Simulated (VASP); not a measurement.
Input of a VASP 6.6.1 run:

File INCAR:

```
  PREC = Accurate
  ENCUT = 520
  EDIFF = 1E-7
  ISMEAR = 0
  SIGMA = 0.01
  LREAL = F
  LASPH = T
  NELM = 100
  ALGO = Normal
  ISIF = 2
  LWAVE = F
  LCHARG = T
  GGA = PE
  LELF = T
  LVHAR = T
  NBANDS = 46
```

Contents of KPOINTS:

```
Automatic mesh
0
Gamma
  6 6 2
```

POSCAR

```
ZnS
1.0
    3.8848151552      0.0000000000      0.0000000000
   -1.9424075776      3.3643486134      0.0000000000
    0.0000000000      0.0000000000     12.7147536427
Zn S
4 4
Direct
    0.0000000000      0.0000000000      0.0000505559
    0.0000000000      0.0000000000      0.5000505559
    0.3333333333      0.6666666667      0.2500239772
    0.6666666667      0.3333333333      0.7500239772
    0.0000000000      0.0000000000      0.1872897615
    0.0000000000      0.0000000000      0.6872897615
    0.3333333333      0.6666666667      0.4376357054
    0.6666666667      0.3333333333      0.9376357054
```

Potentials or basis: VASP PAW PBE potentials, release 64 (Zn, S).

Command:

```bash
$ cat potpaw_PBE.64/Zn/POTCAR potpaw_PBE.64/S/POTCAR > POTCAR
$ mpirun -np 1 vasp_std > vasp.out
```

(1) Predict the pressure.

(2) Estimate the band gap on the k mesh.

## Answers

(1) -1.8 GPa.

(2) 1.92 eV.
